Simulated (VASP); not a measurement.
# BH3C18 in VASP: single point with PBEsol

Aim: the single point of BH3C18 with PBEsol.

All numbers are computed with VASP 6.6.1; they aren't measurements. Logs are shortened: lines on timing, memory, paths and dates and some standing lists are left out, and cuts for length are marked.

### 1 The cell of the first run

The cell holds a slab with vacuum, 22 atoms: a = 7.398 Å, b = 7.398 Å, c = 13.000 Å, α = 90.00°, β = 90.00°, γ = 120.00°.

### 2 Single point, PBEsol

File INCAR:

```
SYSTEM = BH3C18
PREC     = Accurate       ! precision mode
ENCUT    = 520            ! plane-wave cutoff, eV
EDIFF    = 1E-6           ! SCF threshold, eV
ISMEAR   = 0              ! smearing method
SIGMA    = 0.02           ! smearing width, eV
LREAL    = Auto         
LASPH    = .True.         ! aspherical terms in the spheres
NELM     = 60             ! most SCF steps
ALGO     = Normal         ! electronic algorithm
ISIF     = 2              ! what is computed and relaxed
LWAVE    = .False.        ! write WAVECAR
LCHARG   = .True.         ! write CHGCAR
GGA      = PS             ! functional
LELF     = .True.         ! ELF
LVHAR    = .True.       
NBANDS   = 56             ! bands
```

File KPOINTS:

```
Automatic mesh
0
Gamma
  2 2 1
  0 0 0
```

File POSCAR:

```
BH3C18
1.0
    7.3980000000      0.0000000000      0.0000000000
   -3.6990000000      6.4068560000      0.0000000000
    0.0000000000      0.0000000000     13.0000000000
C B H
18 1 3
Direct
    0.0045782747      0.0001262710      0.0692693846
    0.2276071176      0.1122661411      0.0678310769
    0.0044564330      0.3367617440      0.0698256923
    0.2276968073      0.4477583077      0.0681230769
    0.0061689719      0.6694406742      0.0665360000
    0.2261751986      0.7794561014      0.0669738462
    0.3372059606      0.0021796963      0.0668112308
    0.5607193895      0.1143638939      0.0669945385
    0.3391165731      0.3358995426      0.0677114615
    0.5594952837      0.4461049226      0.0665382308
    0.3373432994      0.6675795429      0.0668113846
    0.5604992487      0.7786324525      0.0664993077
    0.6714105625      0.0020498354      0.0690863846
    0.8927143382      0.1126408959      0.0743551538
    0.6708213124      0.3341735791      0.0667982308
    0.8944750891      0.4459588291      0.0673215385
    0.6705855634      0.6689986477      0.0663099231
    0.8945229129      0.7809198459      0.0668413846
    0.8530234162      0.0867910875      0.2459179231
    0.7475401859     -0.1006790226      0.2514433077
    1.0382795136      0.1671005248      0.2607523846
    0.7699718579      0.1906257921      0.2551478462
```

Potentials or basis: VASP PAW PBE potentials, release 64 (C, B, H).

The run is started by

```console
$ cat potpaw_PBE.64/C/POTCAR potpaw_PBE.64/B/POTCAR potpaw_PBE.64/H/POTCAR > POTCAR
$ mpirun -np 1 vasp_std > vasp.out
```

OUTCAR:

```text
SYSTEM = BH3C18
   PREC = Accurate
   ENCUT = 520
   EDIFF = 1E-6
   ISMEAR = 0
   LREAL = Auto
   LASPH = .True.
   NELM = 60
   ISIF = 2
   GGA = PS

 ion  position               nearest neighbor table
   1  0.005  0.000  0.069-  18 1.40   2 1.43  14 1.44
   2  0.228  0.112  0.068-   7 1.41   1 1.43   9 1.43
   3  0.004  0.337  0.070-  16 1.40   4 1.43  14 1.44
   4  0.228  0.448  0.068-  11 1.41   3 1.43   9 1.43
   5  0.006  0.669  0.067-   6 1.41  18 1.43  16 1.43
   6  0.226  0.779  0.067-   5 1.41   7 1.43  11 1.43
[... 11 lines left out ...]
  18  0.895  0.781  0.067-   1 1.40   5 1.43  17 1.43
  19  0.853  0.087  0.246-  22 1.21  21 1.21  20 1.21
  20  0.748  0.899  0.251-  19 1.21
  21  0.038  0.167  0.261-  19 1.21
  22  0.770  0.191  0.255-  19 1.21

  LATTYP: Found a hexagonal cell.
 ALAT       =     7.3980000000
 C/A-ratio  =     1.7572316842

  Lattice vectors:

 A1 = (   7.3980000000,   0.0000000000,   0.0000000000)
 A2 = (  -3.6990000000,   6.4068560000,   0.0000000000)
 A3 = (   0.0000000000,   0.0000000000,  13.0000000000)

Analysis of symmetry for initial positions (statically):
=====================================================================
 Subroutine PRICEL returns:
 Original cell was already a primitive cell.

 Routine SETGRP: Setting up the symmetry group for a
 hexagonal supercell.

 Subroutine GETGRP returns: Found  1 space group operations
 (whereof  1 operations were pure point group operations)
 out of a pool of 24 trial point group operations.

The static configuration has the point symmetry C_1 .

Analysis of symmetry for dynamics (positions and initial velocities):
=====================================================================
 Subroutine PRICEL returns:
 Original cell was already a primitive cell.

 Routine SETGRP: Setting up the symmetry group for a
 hexagonal supercell.

 Subroutine GETGRP returns: Found  1 space group operations
 (whereof  1 operations were pure point group operations)
 out of a pool of 24 trial point group operations.

The dynamic configuration has the point symmetry C_1 .

 Subroutine INISYM returns: Found  1 space group operations
 (whereof  1 operations are pure point group operations),
 and found     1 'primitive' translations

----------------------------------------------------------------------------------------

                                     Primitive cell

  volume of cell :     616.1730

  direct lattice vectors                    reciprocal lattice vectors
     7.398000000  0.000000000  0.000000000     0.135171668  0.078041398  0.000000000
    -3.699000000  6.406856000  0.000000000     0.000000000  0.156082796  0.000000000
     0.000000000  0.000000000 13.000000000     0.000000000  0.000000000  0.076923077

  length of vectors
     7.398000000  7.398000054 13.000000000     0.156082797  0.156082796  0.076923077

  position of ions in fractional coordinates (direct lattice)
     0.004578275  0.000126271  0.069269385
     0.227607118  0.112266141  0.067831077
     0.004456433  0.336761744  0.069825692
     0.227696807  0.447758308  0.068123077
     0.006168972  0.669440674  0.066536000
     0.226175199  0.779456101  0.066973846
[... 14 lines left out ...]
     0.038279514  0.167100525  0.260752385
     0.769971858  0.190625792  0.255147846

  ion indices of the primitive-cell ions
   primitive index   ion index
                 1           1
                 2           2
                 3           3
                 4           4
                 5           5
                 6           6
[... 14 lines left out ...]
                21          21
                22          22

----------------------------------------------------------------------------------------

 KPOINTS: Automatic mesh

Automatic generation of k-mesh.
 Grid dimensions read from file:
 generate k-points for:    2    2    1

 Generating k-lattice:

  Cartesian coordinates                     Fractional coordinates (reciprocal lattice)
     0.067585834  0.039020699  0.000000000     0.500000000 -0.000000000  0.000000000
     0.000000000  0.078041398  0.000000000     0.000000000  0.500000000  0.000000000
     0.000000000  0.000000000  0.076923077     0.000000000  0.000000000  1.000000000

  Length of vectors
     0.078041399  0.078041398  0.076923077

  Shift w.r.t. Gamma in fractional coordinates (k-lattice)
     0.000000000  0.000000000  0.000000000

 Subroutine IBZKPT returns following result:
 ===========================================

 Found      4 irreducible k-points:

 Following reciprocal coordinates:
            Coordinates               Weight
  0.000000  0.000000  0.000000      1.000000
  0.500000  0.000000  0.000000      1.000000
  0.000000  0.500000  0.000000      1.000000
  0.500000  0.500000  0.000000      1.000000
   k-points           NKPTS =      4   k-points in BZ     NKDIM =      4   number of bands    NBANDS=     56
   number of dos      NEDOS =    301   number of ions     NIONS =     22
   total plane-waves  NPLWV = 307328
   dimension x,y,z NGX =    56 NGY =   56 NGZ =   98
   dimension x,y,z NGXF=   112 NGYF=  112 NGZF=  196
   ions per type =              18   1   3
   NGX,Y,Z   is equivalent  to a cutoff of  12.58, 12.58, 12.53 a.u.
   NGXF,Y,Z  is equivalent  to a cutoff of  25.17, 25.17, 25.06 a.u.
 SYSTEM =  BH3C18
   PREC   = accura    normal or accurate (medium, high low for compatibility)
   ISTART =      0    job   : 0-new  1-cont  2-samecut
   ICHARG =      2    charge: 1-file 2-atom 10-const
   ISPIN  =      1    spin polarized calculation?
   LNONCOLLINEAR =      F non collinear calculations
   LSORBIT =      F    spin-orbit coupling
   LASPH  =      T    aspherical Exc in radial PAW
   ENCUT  =  520.0 eV  38.22 Ry    6.18 a.u.  13.76 13.76 24.17*2*pi/ulx,y,z
   NELM   =     60;   NELMIN=  2; NELMDL= -5     # of ELM steps
   EDIFF  = 0.1E-05   stopping-criterion for ELM
   LREAL  =      T    real-space projection
   EDIFFG = 0.1E-04   stopping-criterion for IOM
   NSW    =      0    number of steps for IOM
   IBRION =     -1    ionic relax: 0-MD 1-quasi-New 2-CG
   NFREE  =      0    steps in history (QN), initial steepest desc. (CG)
   ISIF   =      2    stress and relaxation
   ISYM   =      2    0-nonsym 1-usesym 2-fastsym
   POTIM  = 0.5000    time-step for ionic-motion
   TEBEG  =    0.0;   TEEND  =   0.0 temperature during run
   PSTRESS=    0.0 pullay stress
   NELECT =      78.0000    total number of electrons
   NUPDOWN=      -1.0000    fix difference up-down
   EMIN   =  10.00;   EMAX   =-10.00  energy-range for DOS
   EFERMI =   0.00;   METHOD = LEGACY
   ISMEAR =     0;   SIGMA  =   0.02  broadening in eV -4-tet -1-fermi 0-gaus
   EFERMI_NEDOS =   21; number of points for ismear=-14 and -15
   IALGO  =     38    algorithm
   IMIX   =      4    mixing-type and parameters
     AMIX     =   0.40;   BMIX     =  1.00
     AMIX_MAG =   1.60;   BMIX_MAG =  1.00
  volume/ion in A,a.u.               =      28.01       189.01
  Fermi-wavevector in a.u.,A,eV,Ry     =   0.822001  1.553356  9.193253  0.675685
  Thomas-Fermi vector in A             =   1.933259
   LORBIT       =      0    0 simple, 1 ext, 2 COOP (PROOUT), +10 PAW based schemes
   GGA     = PS    functional components
   LHFCALC =     F    Hartree Fock is set to
   AEXX    =    0.0000 exact exchange contribution
   IVDW    =     0    specifies the selected vdW correction
   LEPSILON=     F    determine dielectric tensor
   LRPA    =     F    only Hartree local field effects (RPA)
 non-spin polarized calculation
 Gauss-broadening in eV      SIGMA  =   0.02
  energy-cutoff  :      520.00
  volume of cell :      616.17
 maximum number of plane-waves:     16651
 NGX is ok and might be reduce to    56
   NGX = 27   NGY = 27   NGZ = 49

 number of electron      78.0000000 magnetization

 Free energy of the ion-electron system (eV)
  ---------------------------------------------------
  ext. energy  EPLUGINS =         0.00000000
  ---------------------------------------------------
  free energy    TOTEN  =      -188.91257395 eV

  energy without entropy =     -188.91257240  energy(sigma->0) =     -188.91257318

 E-fermi :  -2.2097     XC(G=0):  -3.7965

 val. band max:       -2.2670127172   @ k =   0.0000   0.0000   0.0000
 cond. band min:      -2.1524753546   @ k =   0.0000   0.0000   0.0000
 fundamental gap:      0.1145373626
 Fermi energy:        -2.2097440413

 k-point     1 :       0.0000    0.0000    0.0000
  band No.  band energies     occupation
      1     -21.6787      2.00000
      2     -19.2021      2.00000
      3     -19.1243      2.00000
      4     -19.1052      2.00000
      5     -19.0951      2.00000
      6     -19.0214      2.00000
[... 43 lines left out ...]
     50       2.8398      0.00000
     51       3.4695      0.00000

 k-point     2 :       0.5000    0.0000    0.0000
  band No.  band energies     occupation
      1     -21.0507      2.00000
      2     -20.9976      2.00000
      3     -19.7492      2.00000
      4     -19.7087      2.00000
      5     -17.2692      2.00000
      6     -17.2392      2.00000
[... 43 lines left out ...]
     50       3.9902      0.00000
     51       4.0916      0.00000

 k-point     3 :       0.0000    0.5000    0.0000
  band No.  band energies     occupation
      1     -21.0541      2.00000
      2     -20.9941      2.00000
      3     -19.7748      2.00000
      4     -19.6809      2.00000
      5     -17.3029      2.00000
      6     -17.2596      2.00000
[... 43 lines left out ...]
     50       3.9988      0.00000
     51       4.0985      0.00000

 k-point     4 :       0.5000    0.5000    0.0000
  band No.  band energies     occupation
      1     -21.0536      2.00000
      2     -20.9946      2.00000
      3     -19.7766      2.00000
      4     -19.6788      2.00000
      5     -17.3038      2.00000
      6     -17.2623      2.00000
[... 43 lines left out ...]
     50       4.0068      0.00000
     51       4.0947      0.00000
 [bands above 51 left out]

------------------------ aborting loop because EDIFF is reached ----------------------------------------

  FORCE on cell =-STRESS in cart. coord.  units (eV):
  Direction    XX          YY          ZZ          XY          YZ          ZX
  --------------------------------------------------------------------------------------
  -------------------------------------------------------------------------------------
  Total       -1.7559026     -2.2282434      0.0328052      0.5519002      0.2183801      0.1559243
  in kB       -4.5657103     -5.7938942      0.0853003      1.4350549      0.5678336      0.4054355
  external PRESSURE =      -3.4247681 kB  Pullay stress =       0.0000000 kB

 VOLUME and BASIS-vectors are now :
 -----------------------------------------------------------------------------
  energy-cutoff  :      520.00
  volume of cell :      616.17
      direct lattice vectors                 reciprocal lattice vectors
     7.398000000  0.000000000  0.000000000     0.135171668  0.078041398  0.000000000
    -3.699000000  6.406856000  0.000000000     0.000000000  0.156082796  0.000000000
     0.000000000  0.000000000 13.000000000     0.000000000  0.000000000  0.076923077

 POSITION                                       TOTAL-FORCE (eV/Angst)
 -----------------------------------------------------------------------------------
      0.03340      0.00081      0.90050        -0.010616      0.001012     -0.009597
      1.26857      0.71927      0.88180        -0.005347      0.002365     -0.005147
     -1.21271      2.15758      0.90773         0.002419     -0.008304     -0.009562
      0.02824      2.86872      0.88560        -0.000474     -0.009343     -0.010209
     -2.43062      4.28901      0.86497        -0.007839     -0.012794     -0.006571
     -1.20996      4.99386      0.87066         0.008947     -0.002398     -0.007452
[... 14 lines left out ...]
     -0.33491      1.07059      3.38978         0.028594      0.044335      0.013904
      4.99113      1.22131      3.31692        -0.010517      0.025905      0.019840
 -----------------------------------------------------------------------------------
    total drift:                                0.028085      0.005882     -0.024513

  FREE ENERGIE OF THE ION-ELECTRON SYSTEM (eV)
  ---------------------------------------------------
  free  energy   TOTEN  =      -188.9125739513 eV

  energy  without entropy=     -188.9125724006  energy(sigma->0) =     -188.91257318
```

It took 2.9 min on 1 thread of Intel Xeon 6975P-C (Granite Rapids), shared host; peak memory 0.64 GiB.

Results:

- Free energy: -188.9126 eV
- Largest force: 0.055 eV/Å
- Band gap on the k mesh: 0.11 eV

Forces in eV/Å, atoms in the order of the input:
```
C   -0.011  0.001 -0.010
C   -0.005  0.002 -0.005
C    0.002 -0.008 -0.010
C    0.000 -0.009 -0.010
C   -0.008 -0.013 -0.007
C    0.009 -0.002 -0.007
C    0.007 -0.010 -0.003
C   -0.002 -0.013 -0.002
C   -0.011 -0.001 -0.009
C    0.004  0.002 -0.002
C    0.000  0.005 -0.006
C   -0.002 -0.001 -0.007
C   -0.016 -0.025 -0.001
C    0.003 -0.003  0.008
C   -0.008  0.000 -0.001
C   -0.003  0.004 -0.006
C   -0.010 -0.004 -0.002
C   -0.013 -0.015 -0.002
B    0.016  0.014  0.004
H    0.030  0.006  0.044
H    0.029  0.044  0.014
H   -0.011  0.026  0.020
```

Caveat: the k points lie up to 0.49 Å⁻¹ apart; the PAW data sets were made with another functional, which shifts forces and pressure a little.
